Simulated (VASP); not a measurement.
V, 1 atom in the cell. It takes space group Im-3m (No. 229, cubic). Conventional cell: a = 2.998 Å, b = 2.998 Å, c = 2.998 Å, α = 90.00°, β = 90.00°, γ = 90.00°. Within 3.4 Å of V (site symmetry m-3m) lie 14 V at 2.60 to 3.00 Å. 

| Item | Value |
| --- | --- |
| Program | VASP 6.6.1 |
| Task | single point |
| Functional | PBE |
| Potentials or basis | VASP PAW PBE potentials, release 64 (V_sv) |
| Cutoff | 520 eV |
| k mesh | 15 × 15 × 15 |
| Occupations | gaussian, width 1 eV |
| Spin | no spin polarisation |
| Dipole correction | no |
| Further INCAR settings | ALGO = Normal; EDIFF = 1e-07; NBANDS = 12 |

Potentials or basis: VASP PAW PBE potentials, release 64 (V_sv).

Command:

```bash
$ cat potpaw_PBE.64/V_sv/POTCAR > POTCAR
$ mpirun -np 1 vasp_std > vasp.out
```

Hardware: 1 thread of Intel Xeon 8259CL, with other jobs on the host.

**Question.** How long does it take, and how much memory?

**Answer.** Run time: 26 s on 1 thread of Intel Xeon 8259CL, with other jobs on the host, peak memory 0.14 GiB. Counts: scf iterations 14, k points 120.
